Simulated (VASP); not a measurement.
# HfO2 (P4_2/nmc) in VASP: notebook

HfO2 is run at these levels: LDA; tasks: single point.

Program: VASP 6.6.1. These are calculated values, not measurements. Logs are shortened: lines on timing, memory, paths and dates and some standing lists are left out, and cuts for length are marked.

### Step 1. The cell of the first run

The structure is tetragonal, space group P4_2/nmc (No. 137). Conventional cell: a = 3.485 Å, b = 3.485 Å, c = 5.066 Å, α = 90.00°, β = 90.00°, γ = 90.00°. Within 2.7 Å of Hf (site symmetry -4m2) lie 8 O at 2.01 to 2.32 Å. Within 2.7 Å of O (site symmetry 2mm) lie 4 Hf at 2.01 to 2.32 Å and 6 O at 2.52 to 2.53 Å.

### Step 2. Single point, LDA

Contents of INCAR:

```
PREC = Accurate
ENCUT = 520
EDIFF = 1E-6
ISMEAR = -1
SIGMA = 0.05
LREAL = F
LASPH = T
NELM = 60
ALGO = Normal
ISIF = 2
LWAVE = F
LCHARG = T
GGA = CA
LELF = T
LVHAR = T
NBANDS = 31
```

Contents of KPOINTS:

```
Automatic mesh
0
Gamma
  8 8 5
```

Contents of POSCAR:

```
HfO2
1.0
    3.4853863102      0.0000000000      0.0000000000
    0.0000000000      3.4853863102      0.0000000000
    0.0000000000      0.0000000000      5.0662833975
Hf O
2 4
Direct
    0.0000000000      0.0000000000      0.0000000000
    0.5000000000      0.5000000000      0.5000000000
    0.0000000000      0.5000000000      0.1972078800
    0.5000000000      0.0000000000      0.3027921200
    0.5000000000      0.0000000000      0.8027921200
    0.0000000000      0.5000000000      0.6972078800
```

Potentials or basis: VASP PAW LDA potentials, release 64 (Hf_pv, O).

Started as:

```bash
> cat potpaw_LDA.64/Hf_pv/POTCAR potpaw_LDA.64/O/POTCAR > POTCAR
> mpirun -np 1 vasp_std > vasp.out
```

OUTCAR:

```text
PREC = Accurate
   ENCUT = 520
   EDIFF = 1E-6
   ISMEAR = -1
   LREAL = F
   LASPH = T
   NELM = 60
   ISIF = 2
   GGA = CA

 ion  position               nearest neighbor table
   1  0.000  0.000  0.000-   3 2.01   5 2.01   3 2.01   5 2.01   4 2.32   6 2.32   4 2.32   6 2.32
                             2 3.53   2 3.53   2 3.53   2 3.53   2 3.53   2 3.53   2 3.53   2 3.53
   2  0.500  0.500  0.500-   4 2.01   6 2.01   4 2.01   6 2.01   5 2.32   5 2.32   3 2.32   3 2.32
                             1 3.53   1 3.53   1 3.53   1 3.53   1 3.53   1 3.53   1 3.53   1 3.53
   3  0.000  0.500  0.197-   1 2.01   1 2.01   2 2.32   2 2.32
   4  0.500  0.000  0.303-   2 2.01   2 2.01   1 2.32   1 2.32
   5  0.500  0.000  0.803-   1 2.01   1 2.01   2 2.32   2 2.32
   6  0.000  0.500  0.697-   2 2.01   2 2.01   1 2.32   1 2.32

  LATTYP: Found a simple tetragonal cell.
 ALAT       =     3.4853863102
 C/A-ratio  =     1.4535787275

  Lattice vectors:

 A1 = (   3.4853863102,   0.0000000000,   0.0000000000)
 A2 = (   0.0000000000,   3.4853863102,   0.0000000000)
 A3 = (   0.0000000000,   0.0000000000,   5.0662833975)

Analysis of symmetry for initial positions (statically):
=====================================================================
 Subroutine PRICEL returns:
 Original cell was already a primitive cell.

 Routine SETGRP: Setting up the symmetry group for a
 simple tetragonal supercell.

 Subroutine GETGRP returns: Found 16 space group operations
 (whereof  8 operations were pure point group operations)
 out of a pool of 16 trial point group operations.

The static configuration has the point symmetry D_2d.
 The point group associated with its full space group is D_4h.

Analysis of symmetry for dynamics (positions and initial velocities):
=====================================================================
 Subroutine PRICEL returns:
 Original cell was already a primitive cell.

 Routine SETGRP: Setting up the symmetry group for a
 simple tetragonal supercell.

 Subroutine GETGRP returns: Found 16 space group operations
 (whereof  8 operations were pure point group operations)
 out of a pool of 16 trial point group operations.

The dynamic configuration has the point symmetry D_2d.
 The point group associated with its full space group is D_4h.

 Subroutine INISYM returns: Found 16 space group operations
 (whereof  8 operations are pure point group operations),
 and found     1 'primitive' translations

----------------------------------------------------------------------------------------

                                     Primitive cell

  volume of cell :      61.5448

  direct lattice vectors                    reciprocal lattice vectors
     3.485386310  0.000000000  0.000000000     0.286912242  0.000000000  0.000000000
     0.000000000  3.485386310  0.000000000     0.000000000  0.286912242  0.000000000
     0.000000000  0.000000000  5.066283398     0.000000000  0.000000000  0.197383352

  length of vectors
     3.485386310  3.485386310  5.066283398     0.286912242  0.286912242  0.197383352

  position of ions in fractional coordinates (direct lattice)
     0.000000000  0.000000000  0.000000000
     0.500000000  0.500000000  0.500000000
     0.000000000  0.500000000  0.197207880
     0.500000000  0.000000000  0.302792120
     0.500000000  0.000000000  0.802792120
     0.000000000  0.500000000  0.697207880

  ion indices of the primitive-cell ions
   primitive index   ion index
                 1           1
                 2           2
                 3           3
                 4           4
                 5           5
                 6           6

----------------------------------------------------------------------------------------

 KPOINTS: Automatic mesh

Automatic generation of k-mesh.
 Grid dimensions read from file:
 generate k-points for:    8    8    5

 Generating k-lattice:

  Cartesian coordinates                     Fractional coordinates (reciprocal lattice)
     0.035864030  0.000000000  0.000000000     0.125000000  0.000000000  0.000000000
     0.000000000  0.035864030  0.000000000     0.000000000  0.125000000  0.000000000
     0.000000000  0.000000000  0.039476670     0.000000000  0.000000000  0.200000000

  Length of vectors
     0.035864030  0.035864030  0.039476670

  Shift w.r.t. Gamma in fractional coordinates (k-lattice)
     0.000000000  0.000000000  0.000000000

 Subroutine IBZKPT returns following result:
 ===========================================

 Found     45 irreducible k-points:

 Following reciprocal coordinates:
            Coordinates               Weight
  0.000000  0.000000  0.000000      1.000000
  0.125000  0.000000  0.000000      4.000000
  0.250000  0.000000  0.000000      4.000000
  0.375000  0.000000  0.000000      4.000000
  0.500000  0.000000  0.000000      2.000000
  0.125000  0.125000  0.000000      4.000000
[... 16 lines left out ...]
  0.375000  0.125000  0.200000     16.000000
[... 55 lines left out ...]
 NGX is ok and might be reduce to    28
   NGX = 13   NGY = 13   NGZ = 19

 number of electron      43.9999992 magnetization

 Free energy of the ion-electron system (eV)
  ---------------------------------------------------
  ext. energy  EPLUGINS =         0.00000000
  ---------------------------------------------------
  free energy    TOTEN  =       -66.17116140 eV

  energy without entropy =      -66.17116140  energy(sigma->0) =      -66.17116140

 E-fermi :   4.9590     XC(G=0): -12.6016

 val. band max:        3.8169303070   @ k =   0.2500   0.2500   0.0000
 cond. band min:       8.5610349585   @ k =   0.0000   0.0000   0.0000
 fundamental gap:      4.7441046515
 Fermi energy:         4.9590265677

 k-point     1 :       0.0000    0.0000    0.0000
  band No.  band energies     occupation
      1     -25.1894      2.00000
      2     -24.7109      2.00000
      3     -24.7109      2.00000
      4     -24.5915      2.00000
      5     -24.5571      2.00000
      6     -24.5571      2.00000
[... 23 lines left out ...]
     30      13.4652      0.00000
     31      15.4555      0.00000

 k-point     2 :       0.1250    0.0000    0.0000
  band No.  band energies     occupation
      1     -25.1589      2.00000
      2     -24.7709      2.00000
      3     -24.7023      2.00000
      4     -24.6281      2.00000
      5     -24.6005      2.00000
      6     -24.5601      2.00000
[... 23 lines left out ...]
     30      13.4799      0.00000
     31      15.0031      0.00000

 k-point     3 :       0.2500    0.0000    0.0000
  band No.  band energies     occupation
      1     -25.0765      2.00000
      2     -24.9038      2.00000
      3     -24.7934      2.00000
      4     -24.6790      2.00000
      5     -24.6388      2.00000
      6     -24.5699      2.00000
[... 23 lines left out ...]
     30      13.5520      0.00000
     31      14.0265      0.00000

 k-point     4 :       0.3750    0.0000    0.0000
  band No.  band energies     occupation
      1     -25.0233      2.00000
      2     -25.0025      2.00000
      3     -24.9152      2.00000
      4     -24.7126      2.00000
      5     -24.6472      2.00000
      6     -24.5881      2.00000
[... 23 lines left out ...]
     30      13.4400      0.00000
     31      13.7701      0.00000

 k-point     5 :       0.5000    0.0000    0.0000
  band No.  band energies     occupation
      1     -25.0577      2.00000
      2     -25.0577      2.00000
      3     -24.8173      2.00000
      4     -24.8173      2.00000
      5     -24.6149      2.00000
      6     -24.6149      2.00000
[... 23 lines left out ...]
     30      13.5318      0.00000
     31      14.1772      0.00000
[... 542 lines left out ...]
     30      13.5013      0.00000
     31      14.5612      0.00000

 k-point    22 :       0.2500    0.1250    0.2000
  band No.  band energies     occupation
      1     -25.0621      2.00000
      2     -24.8750      2.00000
      3     -24.8689      2.00000
      4     -24.7026      2.00000
      5     -24.6332      2.00000
      6     -24.6182      2.00000
[... 23 lines left out ...]
     30      13.5153      0.00000
     31      14.0759      0.00000

 k-point    23 :       0.3750    0.1250    0.2000
  band No.  band energies     occupation
      1     -25.0962      2.00000
      2     -25.0299      2.00000
      3     -24.8527      2.00000
      4     -24.6969      2.00000
      5     -24.6633      2.00000
      6     -24.6388      2.00000
[... 23 lines left out ...]
     30      13.5777      0.00000
     31      14.0365      0.00000

 k-point    24 :       0.5000    0.1250    0.2000
  band No.  band energies     occupation
      1     -25.1124      2.00000
      2     -25.1124      2.00000
      3     -24.7665      2.00000
      4     -24.7665      2.00000
      5     -24.6534      2.00000
      6     -24.6534      2.00000
[... 23 lines left out ...]
     30      13.5832      0.00000
     31      14.0042      0.00000

 [... further k-points ...]
[... 5 lines left out ...]
  --------------------------------------------------------------------------------------
  -------------------------------------------------------------------------------------
  Total        4.2544683      4.2544683      3.1588754      0.0000000      0.0000000      0.0000000
  in kB      110.7553100    110.7553100     82.2340640      0.0000000      0.0000000      0.0000000
  external PRESSURE =     101.2482280 kB  Pullay stress =       0.0000000 kB

 VOLUME and BASIS-vectors are now :
 -----------------------------------------------------------------------------
  energy-cutoff  :      520.00
  volume of cell :       61.54
      direct lattice vectors                 reciprocal lattice vectors
     3.485386310  0.000000000  0.000000000     0.286912242  0.000000000  0.000000000
     0.000000000  3.485386310  0.000000000     0.000000000  0.286912242  0.000000000
     0.000000000  0.000000000  5.066283398     0.000000000  0.000000000  0.197383352

 POSITION                                       TOTAL-FORCE (eV/Angst)
 -----------------------------------------------------------------------------------
      0.00000      0.00000      0.00000        -0.000000      0.000000      0.000000
      1.74269      1.74269      2.53314        -0.000000     -0.000000      0.000000
      0.00000      1.74269      0.99911         0.000000     -0.000000      0.383633
      1.74269      0.00000      1.53403        -0.000000     -0.000000     -0.383633
      1.74269      0.00000      4.06717        -0.000000     -0.000000     -0.383633
      0.00000      1.74269      3.53225         0.000000     -0.000000      0.383633
 -----------------------------------------------------------------------------------
    total drift:                                0.000000      0.000000      0.000000

  FREE ENERGIE OF THE ION-ELECTRON SYSTEM (eV)
  ---------------------------------------------------
  free  energy   TOTEN  =       -66.1711613975 eV

  energy  without entropy=      -66.1711613975  energy(sigma->0) =      -66.17116140
```

It took 60 s on 1 thread of Intel Xeon Platinum 8259CL at 2.50GHz (Skylake/Cascade Lake), shared host; peak memory 0.19 GiB.

What came out:

- Free energy: -66.1712 eV
- Pressure: 10.1 GPa
- Largest force: 0.384 eV/Å
- Band gap on the k mesh: 4.74 eV, indirect (least direct gap 4.87 eV)

Forces on the atoms (eV/Å):
```
Hf   0.000  0.000  0.000
Hf   0.000  0.000  0.000
O    0.000  0.000  0.384
O    0.000  0.000 -0.384
O    0.000  0.000 -0.384
O    0.000  0.000  0.384
```

Caveat: spin-orbit coupling is left out, which moves the levels of the heavy elements. A k mesh can miss the band edges.

### Step 3. Single point, LDA

This run uses another cell than the first one, of 10.48 Å³/atom, 1.021 times its volume.

Contents of INCAR:

```
SYSTEM = HfO2
PREC = Accurate
ENCUT = 520
EDIFF = 1E-6
ISMEAR = -1
SIGMA = 0.05
LREAL = .FALSE.
LASPH = .TRUE.
NELM = 80
ALGO = Normal
ISIF = 2
LWAVE = .FALSE.
LCHARG = .FALSE.
NBANDS = 31
```

Contents of KPOINTS:

```
Automatic mesh
0
G
  8 8 5
  0 0 0
```

Changes to POSCAR since step 2:

```diff
@@ -2,5 +2,5 @@
 1.0
-    3.4853863102      0.0000000000      0.0000000000
-    0.0000000000      3.4853863102      0.0000000000
-    0.0000000000      0.0000000000      5.0662833975
+    3.5099320929      0.0000000000      0.0000000000
+    0.0000000000      3.5099320929      0.0000000000
+    0.0000000000      0.0000000000      5.1019626251
 Hf O
```

Potentials or basis: VASP PAW LDA potentials, release 64 (Hf_pv, O).

Started as:

```bash
> cat potpaw_LDA.64/Hf_pv/POTCAR potpaw_LDA.64/O/POTCAR > POTCAR
> mpirun -np 1 vasp_std > vasp.out
```

Wall time 58 s (1 thread of Intel Xeon Platinum 8259CL at 2.50GHz (Skylake/Cascade Lake), shared host); peak memory 0.2 GiB.

Results (log left out):

| Property | Result |
| --- | --- |
| Free energy | -66.2290 eV |
| Pressure | 3.6 GPa |
| Largest force | 0.247 eV/Å |
| Band gap on the k mesh | 4.69 eV, indirect (least direct gap 4.80 eV) |

Forces on the atoms (eV/Å):
```
Hf   0.000  0.000  0.000
Hf   0.000  0.000  0.000
O    0.000  0.000  0.247
O    0.000  0.000 -0.247
O    0.000  0.000 -0.247
O    0.000  0.000  0.247
```

Stress tensor (GPa, compression positive):
```
4.29 0.00 0.00
0.00 4.29 0.00
0.00 0.00 2.33
```

Levels at points of the mesh, in eV from the valence-band top:
| k point | band 18 | band 19 | band 20 | band 21 | band 22 | band 23 | band 24 | band 25 | band 26 | band 27 |
| --- | --- | --- | --- | --- | --- | --- | --- | --- | --- | --- |
| (0.00, 0.00, 0.00) | -1.34 | -0.78 | -0.12 | -0.11 | -0.11 | 4.69 | 4.69 | 6.08 | 6.28 | 6.73 |
| (0.50, 0.00, 0.00) | -2.32 | -1.49 | -1.49 | -0.13 | -0.13 | 5.13 | 5.13 | 6.26 | 6.26 | 7.73 |
| (0.50, 0.50, 0.00) | -1.14 | -0.86 | -0.86 | -0.57 | -0.57 | 5.82 | 5.82 | 6.22 | 6.22 | 7.66 |

Caveat: spin-orbit coupling is left out, which moves the levels of the heavy elements.

### Step 4. Single point, LDA

This run uses another cell than the first one, of 10.69 Å³/atom, 1.043 times its volume.

Contents of INCAR:

```
  PREC = Accurate
  ENCUT = 520
  EDIFF = 1E-6
  ISMEAR = -1
  SIGMA = 0.05
  LREAL = F
  LASPH = T
  NELM = 100
  ALGO = Normal
  ISIF = 2
  LWAVE = F
  LCHARG = F
  GGA = CA
  NBANDS = 31
```

Contents of KPOINTS:

```
Automatic mesh
0
Gamma
  8 8 5
```

Changes to POSCAR since step 3:

```diff
@@ -2,5 +2,5 @@
 1.0
-    3.5099320929      0.0000000000      0.0000000000
-    0.0000000000      3.5099320929      0.0000000000
-    0.0000000000      0.0000000000      5.1019626251
+    3.5341392861      0.0000000000      0.0000000000
+    0.0000000000      3.5341392861      0.0000000000
+    0.0000000000      0.0000000000      5.1371496862
 Hf O
```

Started as:

```bash
> cat potpaw_LDA.64/Hf_pv/POTCAR potpaw_LDA.64/O/POTCAR > POTCAR
> mpirun -np 1 vasp_std > vasp.out
```

Run time: 57 s. Hardware: 1 thread of Intel Xeon Platinum 8259CL at 2.50GHz (Skylake/Cascade Lake), shared host; peak memory 0.2 GiB.

Results (log left out):

* Free energy: -66.2365 eV
* Pressure: -2.2 GPa
* Largest force: 0.119 eV/Å
* Band gap on the k mesh: 4.63 eV, indirect (least direct gap 4.72 eV)

Forces in eV/Å, atoms in the order of the input:
```
Hf   0.000  0.000  0.000
Hf   0.000  0.000  0.000
O    0.000  0.000  0.119
O    0.000  0.000 -0.119
O    0.000  0.000 -0.119
O    0.000  0.000  0.119
```

Stress tensor (GPa, compression positive):
```
-1.80  0.00  0.00
 0.00 -1.80  0.00
 0.00  0.00 -2.96
```

Levels at points of the mesh, in eV from the valence-band top:
```
           k point  band 18  band 19  band 20  band 21  band 22  band 23  band 24  band 25  band 26  band 27
(0.00, 0.00, 0.00)    -1.32    -0.75    -0.11    -0.09    -0.09     4.63     4.64     5.97     6.17     6.58
(0.50, 0.00, 0.00)    -2.26    -1.46    -1.46    -0.13    -0.13     5.06     5.06     6.15     6.15     7.58
(0.50, 0.50, 0.00)    -1.11    -0.83    -0.83    -0.56    -0.56     5.73     5.73     6.12     6.12     7.47
```

Caveat: spin-orbit coupling is left out, which moves the levels of the heavy elements.

### Step 5. Single point, LDA

This run uses another cell than the first one, of 11.13 Å³/atom, 1.085 times its volume.

Contents of INCAR:

```
SYSTEM = HfO2
ALGO = Normal
EDIFF = 1E-6
ENCUT = 520
ISIF = 2
ISMEAR = -1
LASPH = .True.
LCHARG = .True.
LELF = .True.
LREAL = .False.
LVHAR = .True.
LWAVE = .False.
NBANDS = 31
NELM = 100
PREC = Accurate
SIGMA = 0.05
```

Contents of KPOINTS:

```
k-points
0
Gamma
  8 8 5
  0 0 0
```

Changes to POSCAR since step 4:

```diff
@@ -2,5 +2,5 @@
 1.0
-    3.5341392861      0.0000000000      0.0000000000
-    0.0000000000      3.5341392861      0.0000000000
-    0.0000000000      0.0000000000      5.1371496862
+    3.5815830586      0.0000000000      0.0000000000
+    0.0000000000      3.5815830586      0.0000000000
+    0.0000000000      0.0000000000      5.2061129447
 Hf O
```

Started as:

```bash
> cat potpaw_LDA.64/Hf_pv/POTCAR potpaw_LDA.64/O/POTCAR > POTCAR
> mpirun -np 1 vasp_std > vasp.out
```

It took 62 s on 1 thread of Intel Xeon Platinum 8259CL at 2.50GHz (Skylake/Cascade Lake), shared host; peak memory 0.2 GiB.

The run converged. Its results:

* Free energy: -66.1206 eV
* Pressure: -12.1 GPa
* Largest force: 0.109 eV/Å
* Band gap on the k mesh: 4.48 eV, indirect (least direct gap 4.55 eV)

Forces on the atoms (eV/Å):
```
Hf   0.000  0.000  0.000
Hf   0.000  0.000  0.000
O    0.000  0.000 -0.109
O    0.000  0.000  0.109
O    0.000  0.000  0.109
O    0.000  0.000 -0.109
```

Stress tensor (GPa, compression positive):
```
-12.20   0.00   0.00
  0.00 -12.20   0.00
  0.00   0.00 -11.95
```

Levels at points of the mesh, in eV from the valence-band top:
```
           k point  band 18  band 19  band 20  band 21  band 22  band 23  band 24  band 25  band 26  band 27
(0.00, 0.00, 0.00)    -1.30    -0.70    -0.12    -0.07    -0.07     4.48     4.51     5.74     5.94     6.26
(0.50, 0.00, 0.00)    -2.17    -1.42    -1.42    -0.14    -0.14     4.90     4.90     5.92     5.92     7.26
(0.50, 0.50, 0.00)    -1.05    -0.79    -0.79    -0.56    -0.56     5.54     5.54     5.89     5.89     7.09
```

Caveat: spin-orbit coupling is left out, which moves the levels of the heavy elements.

### Step 6. The runs side by side

| cell | gap on the mesh (eV) | pressure (GPa) | largest force (eV/Å) |
| --- | --- | --- | --- |
| a = 3.485, b = 3.485, c = 5.066 Å, 6 atoms | 4.74 | 10.1 | 0.38 |
| a = 3.510, b = 3.510, c = 5.102 Å, 6 atoms | 4.69 | 3.6 | 0.25 |
| a = 3.534, b = 3.534, c = 5.137 Å, 6 atoms | 4.63 | -2.2 | 0.12 |
| a = 3.582, b = 3.582, c = 5.206 Å, 6 atoms | 4.48 | -12.1 | 0.11 |

Alike in all rows: task single point; level LDA; potentials or basis VASP PAW LDA potentials, release 64 (Hf_pv, O); no spin polarisation; k mesh 8 × 8 × 5; cutoff (eV) 520; smearing fermi-dirac 0.05 eV.

Caveats: spin-orbit coupling is left out, which moves the levels of the heavy elements.

Absolute energies hang on the potentials; compare differences alone.
